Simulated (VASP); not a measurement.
# CaH16Cl2O8 in VASP: further runs, part 2 of 2

VASP 6.6.1. Earlier steps stand in the parts before.

### 3 Single point, PBE+D3(BJ)

INCAR reads:

```
SYSTEM = CaH16Cl2O8
PREC     = Accurate       ! precision mode
ENCUT    = 520            ! plane-wave cutoff, eV
EDIFF    = 1E-6           ! SCF threshold, eV
ISMEAR   = -1             ! smearing method
SIGMA    = 0.05           ! smearing width, eV
LREAL    = .False.        ! projectors in reciprocal space
LASPH    = .True.         ! aspherical terms in the spheres
NELM     = 120            ! most SCF steps
ALGO     = Normal         ! electronic algorithm
ISIF     = 2              ! what is computed and relaxed
LWAVE    = .False.        ! write WAVECAR
LCHARG   = .True.         ! write CHGCAR
GGA      = PE             ! functional
IVDW     = 12             ! dispersion correction
LELF     = .True.         ! ELF
LVHAR    = .True.       
NBANDS   = 63             ! bands
GGA_COMPAT= .False.
```

KPOINTS reads:

```
Automatic mesh
0
Gamma
  1 1 1
  0 0 0
```

POSCAR reads:

```
CaH16Cl2O8
1.0
    6.9561890000      0.0000000000      0.0000000000
    0.0000000000      6.9561890000      0.0000000000
    0.0000000000      0.0000000000      6.9561890000
O H Ca Cl
8 16 1 2
Direct
    0.9172407478      0.8327548317      0.1921310649
    0.4051356281     -0.0814813974      0.3421557407
    0.3604703667      0.3386480730      0.7628027358
    0.4436912223      0.5674227655      0.0730716201
    0.2524370744      0.8013439543      0.6951363742
    0.1158536664      0.5058660712      0.2060754818
   -0.0268825358      0.0704552450      0.6579752218
    0.8187960390      0.3215841318      0.9578233139
    0.9238679398      0.8469148840      0.0499986415
    0.9993546754      0.7119415531      0.2149596568
    0.2909207901     -0.1579888068      0.3407612990
    0.3654587303      0.0609672911      0.3472591098
    0.2384351547      0.3427163926      0.6897167400
    0.4533516844      0.3306551907      0.6589958956
    0.5486049905      0.5235337913      0.1585207072
    0.4472276415      0.4782216239     -0.0291682702
    0.1583050719      0.6962576779      0.6942882087
    0.3417963485      0.7719312974      0.7996907502
    0.2432222586      0.5576041709      0.1855326243
    0.0825451982      0.4430299407      0.0876485673
   -0.0256174753      0.1872577068      0.7468888496
    0.0854778385     -0.0177827256      0.6861659452
    0.8295921804      0.4381422069      0.8822646998
    0.8076980082      0.3807113349      1.0994094611
    0.7218751532      0.9009099666      0.4512384583
    0.6182264455      0.3085310074      0.4135741568
    0.8535420760      0.6415869379      0.6809763219
```

Potentials or basis: VASP PAW PBE potentials, release 64 (O, H, Ca_sv, Cl).

On the command line:

```
$ cat potpaw_PBE.64/O/POTCAR potpaw_PBE.64/H/POTCAR potpaw_PBE.64/Ca_sv/POTCAR potpaw_PBE.64/Cl/POTCAR > POTCAR
$ mpirun -np 1 vasp_gam > vasp.out
```

OUTCAR:

```text
SYSTEM = CaH16Cl2O8
   PREC = Accurate
   ENCUT = 520
   EDIFF = 1E-6
   ISMEAR = -1
   LREAL = .False.
   LASPH = .True.
   NELM = 120
   ISIF = 2
   GGA = PE
   IVDW = 12
 IVDW          = 12

 ion  position               nearest neighbor table
   1  0.917  0.833  0.192-   9 0.99  10 1.03  25 2.31
   2  0.405  0.919  0.342-  11 0.96  12 1.03  25 2.33
   3  0.360  0.339  0.763-  14 0.97  13 0.99
   4  0.444  0.567  0.073-  16 0.94  15 0.99
   5  0.252  0.801  0.695-  18 0.98  17 0.98
   6  0.116  0.506  0.206-  20 0.96  19 0.97
   7  0.973  0.070  0.658-  22 1.01  21 1.02  25 2.55
   8  0.819  0.322  0.958-  23 0.97  24 1.07
   9  0.924  0.847  0.050-   1 0.99
  10  0.999  0.712  0.215-   1 1.03
  11  0.291  0.842  0.341-   2 0.96
  12  0.365  0.061  0.347-   2 1.03
  13  0.238  0.343  0.690-   3 0.99
  14  0.453  0.331  0.659-   3 0.97
[... 8 lines left out ...]
  23  0.830  0.438  0.882-   8 0.97
  24  0.808  0.381  0.099-   8 1.07
  25  0.722  0.901  0.451-   1 2.31   2 2.33   7 2.55  27 2.58
  26  0.618  0.309  0.414-
  27  0.854  0.642  0.681-  25 2.58

[... 213 lines left out ...]
 fundamental gap:      3.8402174107
 Fermi energy:        -0.9762761018

 k-point     1 :       0.0000    0.0000    0.0000
  band No.  band energies     occupation
      1     -41.3595      2.00000
      2     -22.7509      2.00000
      3     -22.6199      2.00000
      4     -22.3884      2.00000
      5     -22.1148      2.00000
      6     -21.8623      2.00000
[... 48 lines left out ...]
     55       5.6283      0.00000
     56       5.7086      0.00000
 [bands above 56 left out]

------------------------ aborting loop because EDIFF is reached ----------------------------------------

 Edisp (eV)   -1.32562

 E8    (eV) :    -0.3553

  FORCE on cell =-STRESS in cart. coord.  units (eV):
  Direction    XX          YY          ZZ          XY          YZ          ZX
  --------------------------------------------------------------------------------------
  -------------------------------------------------------------------------------------
  Total       2.70953    -2.25369    -2.53855     2.96033    -1.77165    -2.60440
  in kB      12.89705   -10.72732   -12.08322    14.09083    -8.43287   -12.39664
  external pressure =       -3.30 kB  Pullay stress =        0.00 kB

 VOLUME and BASIS-vectors are now :
 -----------------------------------------------------------------------------
  energy-cutoff  :      520.00
  volume of cell :      336.60
      direct lattice vectors                 reciprocal lattice vectors
     6.956189000  0.000000000  0.000000000     0.143756876  0.000000000  0.000000000
     0.000000000  6.956189000  0.000000000     0.000000000  0.143756876  0.000000000
     0.000000000  0.000000000  6.956189000     0.000000000  0.000000000  0.143756876

 POSITION                                       TOTAL-FORCE (eV/Angst)
 -----------------------------------------------------------------------------------
      6.38050      5.79280      1.33650         0.501497     -0.414731     -0.682702
      2.81820      6.38939      2.38010         0.311180      2.351457     -0.233278
      2.50750      2.35570      5.30620        -1.464657      0.063710      0.188226
      3.08640      3.94710      0.50830         1.217432      1.719473      1.656672
      1.75600      5.57430      4.83550         0.337267      0.037435      0.278603
      0.80590      3.51890      1.43350        -1.717455      0.471738      1.427669
[... 19 lines left out ...]
      4.30050      2.14620      2.87690         0.087847     -0.493292     -0.404530
      5.93740      4.46300      4.73700        -0.088572     -0.157723      0.026181
 -----------------------------------------------------------------------------------
    total drift:                               -0.000387      0.002621     -0.000198

  FREE ENERGIE OF THE ION-ELECTRON SYSTEM (eV)
  ---------------------------------------------------
  free  energy   TOTEN  =      -129.3070713696 eV

  energy  without entropy=     -129.3070713696  energy(sigma->0) =     -129.30707137
```

It took 88 s on 1 thread of Intel Xeon 8259CL, shared host; peak memory 0.41 GiB.

What came out:

| Item | Value |
| --- | --- |
| Free energy | -129.3071 eV |
| Pressure | -0.3 GPa |
| Largest force | 3.674 eV/Å |
| Dispersion energy per atom | -0.049 eV |

Forces on the atoms (eV/Å):
```
O    0.501 -0.415 -0.683
O    0.311  2.351 -0.233
O   -1.465  0.064  0.188
O    1.217  1.719  1.657
O    0.337  0.037  0.279
O   -1.717  0.472  1.428
O    0.364  0.917  0.527
O    0.105  0.617  3.620
H   -0.308  0.156  0.866
H   -0.401 -0.060 -0.257
H   -0.600 -0.274  0.185
H    0.578 -1.798 -0.100
H    0.565 -0.012  0.477
H    0.837 -0.021 -0.614
H   -0.554  0.036 -0.049
H   -0.299 -1.494 -1.826
H   -0.149 -0.019  0.066
H   -0.144  0.027 -0.025
H    1.433 -0.211 -0.615
H   -0.147 -0.486 -0.614
H   -0.206 -1.820 -0.899
H   -0.427  0.709  0.208
H   -0.210  0.727 -0.822
H    0.090 -1.702 -2.578
Ca   0.288  1.132  0.193
Cl   0.088 -0.493 -0.405
Cl  -0.089 -0.158  0.026
```

Caveat: the k points lie up to 0.90 Å⁻¹ apart.
